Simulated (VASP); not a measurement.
The system is WS2, a slab with vacuum.

```xyz
6
Lattice="3.1832 0.0000 0.0000 -1.5916 2.7567 0.0000 0.0000 0.0000 23.6688" Properties=species:S:1:pos:R:3 pbc="T T T"
W     1.5916    0.9189    8.5842
W     0.0000    1.8378   15.0845
S     1.5916    0.9189   16.6435
S     0.0000    1.8378   10.1434
S     1.5916    0.9189   13.5253
S     0.0000    1.8378    7.0253
```

Base run:

```yaml
Program: VASP 6.6.1
Functional: r2SCAN
Potentials_or_basis: VASP PAW PBE potentials, release 64 (W_sv, S)
Cutoff: 520 eV
k_mesh: 10 × 10 × 2
Occupations: fermi-dirac, width 0.05 eV
Spin: no spin polarisation
```

Its results: band gap on the k mesh 1.78 eV, indirect (least direct gap 2.25 eV); largest force 0.012 eV/Å.

Q: The run is repeated on the same cell with these changes: functional from r2SCAN to LDA; potentials or basis from VASP PAW PBE potentials, release 64 (W_sv, S) to VASP PAW LDA potentials, release 64 (W_sv, S). What comes out?

A: Band gap on the k mesh 1.62 eV, indirect (least direct gap 2.12 eV); largest force 0.348 eV/Å.

Caveats: spin-orbit coupling is left out, which moves the levels of the heavy elements; the PAW data sets were made with another functional, which shifts forces and pressure a little (some runs).

A k mesh can miss the band edges.
